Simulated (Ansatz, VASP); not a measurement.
**One calculation of CaO, two programs**

The input INCAR:

```
PREC = Accurate
ENCUT = 600
EDIFF = 1E-6
ISMEAR = 0
SIGMA = 0.1
LREAL = False
LASPH = True
NELM = 120
ALGO = Normal
ISIF = 2
LWAVE = False
LCHARG = True
GGA = PE
LELF = True
LVHAR = True
NBANDS = 15
GGA_COMPAT = False
```

The input KPOINTS:

```
Automatic mesh
0
Gamma
  6 6 6
```

Contents of POSCAR:

```
CaO
1.0
    0.0000000000      2.5971524500      2.5971524500
    2.5971524500      0.0000000000      2.5971524500
    2.5971524500      2.5971524500      0.0000000000
Ca O
1 1
Direct
    0.0000000000      0.0000000000      0.0000000000
    0.7500000000      0.7500000000      0.7500000000
```

Input for Ansatz:

```yaml
crystal:
  lattice:
    - [0.0, 2.59715245, 2.59715245]
    - [2.59715245, 0.0, 2.59715245]
    - [2.59715245, 2.59715245, 0.0]
  atoms:
    - { symbol: Ca, position: [0.0, 0.0, 0.0] }
    - { symbol: O, position: [0.75, 0.75, 0.75] }
basis:
  ecutwfc: 420
kpoints:
  mp_grid: { grid: [6, 6, 6] }
hamiltonian:
  xc: pbe
scf:
  occupations: { method: gaussian, width: 0.1 }
  lower_state_search: "off"
output:
  forces: true
  stress: true
  eigenvalues: true
```

Alike in both runs: task single point; functional PBE; k mesh 6 × 6 × 6; occupations gaussian, width 0.1 eV; no spin polarisation.

|  | VASP | Ansatz |
| --- | --- | --- |
| version | VASP 6.6.1 | Ansatz 0.2.0 |
| potentials or method | VASP PAW PBE potentials, release 64 (Ca_sv, O), cutoff 600 eV | scalar-relativistic, plane waves, PAW |
| valence electrons in the cell | 16 | 16 |

|  | VASP | Ansatz | Ansatz less VASP |
| --- | --- | --- | --- |
| gap on the k mesh at the Fermi level (eV) | 3.36 | 3.37 | +0.007 |
| least direct gap on the mesh (eV) | 4.01 | 4.01 | +0.001 |
| pressure (GPa) | 2.7 | 2.3 | -0.43 |

The functional is the same, so the differences come from potentials, cutoffs and numerics.
